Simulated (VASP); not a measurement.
# W (Fm-3m) in VASP: a series of runs

Runs on W. Level: LDA. Tasks: single point, relaxation of cell and atoms.

Everything below comes from runs of VASP 6.6.1. Logs are shortened: lines on timing, memory, paths and dates and some standing lists are left out, and cuts for length are marked.

### 1 The cell of the first run

Symmetry: Fm-3m, No. 225, cubic system. Conventional cell: a = 3.972 Å, b = 3.972 Å, c = 3.972 Å, α = 90.00°, β = 90.00°, γ = 90.00°. Within 3.7 Å of W (site symmetry m-3m) lie 12 W at 2.81 Å.

### 2 Single point, LDA

Contents of INCAR:

```
PREC = Accurate ; ENCUT = 500
EDIFF = 1E-6 ; ISMEAR = -1
SIGMA = 0.1 ; LREAL = F
LASPH = T ; NELM = 120
ALGO = Normal ; ISIF = 2
LWAVE = F ; LCHARG = F
NBANDS = 13 ; GGA_COMPAT = F
```

Contents of KPOINTS:

```
regular mesh
0
Gamma
  10 10 10
```

Contents of POSCAR:

```
W
1.0
    0.0000000000      1.9857691027      1.9857691027
    1.9857691027      0.0000000000      1.9857691027
    1.9857691027      1.9857691027      0.0000000000
W
1
Direct
    0.0000000000      0.0000000000      0.0000000000
```

Potentials or basis: VASP PAW LDA potentials, release 64 (W_sv).

On the command line:

```bash
> cat potpaw_LDA.64/W_sv/POTCAR > POTCAR
> mpirun -np 1 vasp_std > vasp.out
```

OUTCAR:

```text
PREC = Accurate
   ENCUT = 500
   EDIFF = 1E-6
   ISMEAR = -1
   LREAL = F
   LASPH = T
   NELM = 120
   ISIF = 2

 ion  position               nearest neighbor table
   1  0.000  0.000  0.000-

  LATTYP: Found a face centered cubic cell.
 ALAT       =     3.9715382054

  Lattice vectors:

 A1 = (   0.0000000000,   1.9857691027,   1.9857691027)
 A2 = (   1.9857691027,   0.0000000000,   1.9857691027)
 A3 = (   1.9857691027,   1.9857691027,   0.0000000000)

Analysis of symmetry for initial positions (statically):
=====================================================================
 Subroutine PRICEL returns:
 Original cell was already a primitive cell.

 Routine SETGRP: Setting up the symmetry group for a
 face centered cubic supercell.

 Subroutine GETGRP returns: Found 48 space group operations
 (whereof 48 operations were pure point group operations)
 out of a pool of 48 trial point group operations.

The static configuration has the point symmetry O_h .

Analysis of symmetry for dynamics (positions and initial velocities):
=====================================================================
 Subroutine PRICEL returns:
 Original cell was already a primitive cell.

 Routine SETGRP: Setting up the symmetry group for a
 face centered cubic supercell.

 Subroutine GETGRP returns: Found 48 space group operations
 (whereof 48 operations were pure point group operations)
 out of a pool of 48 trial point group operations.

The dynamic configuration has the point symmetry O_h .

 Subroutine INISYM returns: Found 48 space group operations
 (whereof 48 operations are pure point group operations),
 and found     1 'primitive' translations

----------------------------------------------------------------------------------------

                                     Primitive cell

  volume of cell :      15.6609

  direct lattice vectors                    reciprocal lattice vectors
     0.000000000  1.985769103  1.985769103    -0.251791610  0.251791610  0.251791610
     1.985769103  0.000000000  1.985769103     0.251791610 -0.251791610  0.251791610
     1.985769103  1.985769103  0.000000000     0.251791610  0.251791610 -0.251791610

  length of vectors
     2.808301597  2.808301597  2.808301597     0.436115862  0.436115862  0.436115862

  position of ions in fractional coordinates (direct lattice)
     0.000000000  0.000000000  0.000000000

  ion indices of the primitive-cell ions
   primitive index   ion index
                 1           1

----------------------------------------------------------------------------------------

[... 74 lines left out ...]
   NFREE  =      0    steps in history (QN), initial steepest desc. (CG)
   ISIF   =      2    stress and relaxation
   ISYM   =      2    0-nonsym 1-usesym 2-fastsym
   POTIM  = 0.5000    time-step for ionic-motion
   TEBEG  =    0.0;   TEEND  =   0.0 temperature during run
   PSTRESS=    0.0 pullay stress
   NELECT =      14.0000    total number of electrons
   NUPDOWN=      -1.0000    fix difference up-down
   EMIN   =  10.00;   EMAX   =-10.00  energy-range for DOS
   EFERMI =   0.00;   METHOD = LEGACY
   ISMEAR =    -1;   SIGMA  =   0.10  broadening in eV -4-tet -1-fermi 0-gaus
   EFERMI_NEDOS =   21; number of points for ismear=-14 and -15
   IALGO  =     38    algorithm
   IMIX   =      4    mixing-type and parameters
     AMIX     =   0.40;   BMIX     =  1.00
     AMIX_MAG =   1.60;   BMIX_MAG =  1.00
  volume/ion in A,a.u.               =      15.66       105.68
  Fermi-wavevector in a.u.,A,eV,Ry     =   1.577050  2.980192 33.838864  2.487086
  Thomas-Fermi vector in A             =   2.677791
   LORBIT       =      0    0 simple, 1 ext, 2 COOP (PROOUT), +10 PAW based schemes
   GGA     = CA    functional components
   LHFCALC =     F    Hartree Fock is set to
   AEXX    =    0.0000 exact exchange contribution
   IVDW    =     0    specifies the selected vdW correction
   LEPSILON=     F    determine dielectric tensor
   LRPA    =     F    only Hartree local field effects (RPA)
 non-spin polarized calculation
  energy-cutoff  :      500.00
  volume of cell :       15.66
 maximum number of plane-waves:       411
   NGX = 11   NGY = 11   NGZ = 11

 number of electron      13.9999996 magnetization

 Free energy of the ion-electron system (eV)
  ---------------------------------------------------
  ext. energy  EPLUGINS =         0.00000000
  ---------------------------------------------------
  free energy    TOTEN  =       -13.61835453 eV

  energy without entropy =      -13.57748864  energy(sigma->0) =      -13.59792158

 E-fermi :  11.0284     XC(G=0): -13.8860

 val. band max:       10.9990033453   @ k =   0.4000   0.3000   0.0000
 cond. band min:      11.0309136107   @ k =   0.2000   0.1000   0.0000
 fundamental gap:      0.0319102654
 Fermi energy:        11.0283810022

 k-point     1 :       0.0000    0.0000    0.0000
  band No.  band energies     occupation
      1     -62.1248      2.00000
      2     -25.9353      2.00000
      3     -25.9353      2.00000
      4     -25.9353      2.00000
      5       1.8755      2.00000
      6      10.3710      1.99721
      7      10.3710      1.99721
      8      10.3710      1.99721
      9      13.6738      0.00000
     10      13.6738      0.00000
     11      23.9459      0.00000
     12      29.3264      0.00000
     13      29.3264      0.00000
[... 354 lines left out ...]
  band No.  band energies     occupation
      1     -61.9802      2.00000
      2     -26.9809      2.00000
      3     -26.3604      2.00000
      4     -26.3154      2.00000
      5       5.8489      2.00000
      6       7.0424      2.00000
      7      10.9990      1.14584
      8      13.8768      0.00000
      9      15.4740      0.00000
     10      16.1689      0.00000
     11      25.3643      0.00000
     12      27.2269      0.00000
     13      28.9653      0.00000

 [... further k-points ...]
[... 5 lines left out ...]
  --------------------------------------------------------------------------------------
  -------------------------------------------------------------------------------------
  Total        0.2557734      0.2557734      0.2557734     -0.0000000      0.0000000      0.0000000
  in kB       26.1667507     26.1667507     26.1667507     -0.0000000      0.0000000      0.0000000
  external PRESSURE =      26.1667507 kB  Pullay stress =       0.0000000 kB

 VOLUME and BASIS-vectors are now :
 -----------------------------------------------------------------------------
  energy-cutoff  :      500.00
  volume of cell :       15.66
      direct lattice vectors                 reciprocal lattice vectors
     0.000000000  1.985769103  1.985769103    -0.251791610  0.251791610  0.251791610
     1.985769103  0.000000000  1.985769103     0.251791610 -0.251791610  0.251791610
     1.985769103  1.985769103  0.000000000     0.251791610  0.251791610 -0.251791610

 POSITION                                       TOTAL-FORCE (eV/Angst)
 -----------------------------------------------------------------------------------
      0.00000      0.00000      0.00000         0.000000      0.000000      0.000000
 -----------------------------------------------------------------------------------
    total drift:                                0.000000     -0.000000      0.000000

  FREE ENERGIE OF THE ION-ELECTRON SYSTEM (eV)
  ---------------------------------------------------
  free  energy   TOTEN  =       -13.6183545251 eV

  energy  without entropy=      -13.5774886380  energy(sigma->0) =      -13.59792158
```

It took 4.5 s on 1 thread of Intel Xeon Platinum 8559C (Emerald Rapids), shared host; peak memory 0.12 GiB.

Results:

```
Free energy            : -13.6184 eV
Pressure               : 2.6 GPa
Band gap on the k mesh : zero (band 7 reaches 14.49 eV, above the bottom of band 8 at 10.37 eV)
```

Levels at points of the mesh, in eV from the Fermi level:
| k point | band 3 | band 4 | band 5 | band 6 | band 7 | band 8 | band 9 | band 10 | band 11 | band 12 |
| --- | --- | --- | --- | --- | --- | --- | --- | --- | --- | --- |
| (0.00, 0.00, 0.00) | -36.96 | -36.96 | -9.15 | -0.66 | -0.66 | -0.66 | 2.65 | 2.65 | 12.92 | 18.30 |
| (0.50, 0.00, 0.00) | -37.15 | -37.15 | -5.84 | -0.92 | -0.92 | 0.93 | 5.33 | 5.33 | 11.00 | 12.57 |
| (0.50, 0.50, 0.00) | -37.46 | -37.46 | -5.83 | -4.83 | 3.46 | 5.27 | 6.13 | 6.13 | 12.21 | 12.21 |

Caveat: spin-orbit coupling is left out, which moves the levels of the heavy elements.

(Continued in part 2 of 2.)
